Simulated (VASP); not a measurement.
The system is Ba.

```
Ba
1.0
     3.99965    0.00000    0.00000
     0.00000    3.99965    0.00000
     0.00000    0.00000    3.60554
Ba
1
Direct
  0.50000 0.50000 0.50000
```

Base run:

- Program: VASP 6.6.1
- Functional: RPBE
- Potentials or basis: VASP PAW PBE potentials, release 64 (Ba_sv)
- Cutoff: 520 eV
- k mesh: 7 × 7 × 7
- Occupations: gaussian, width 0.02 eV
- Spin: no spin polarisation

Its results: band gap on the k mesh zero (bands 5 and 6 overlap by 0.09 eV); pressure 1.5 GPa.

The run is repeated on the same cell with these changes: functional from RPBE to PBE; occupations from gaussian, width 0.02 eV to gaussian, width 0.1 eV. What comes out?

Band gap on the k mesh zero (bands 5 and 6 overlap by 0.09 eV); pressure 0.8 GPa.

Caveats: spin-orbit coupling is left out, which moves the levels of the heavy elements; the PAW data sets were made with another functional, which shifts forces and pressure a little (at least some runs).
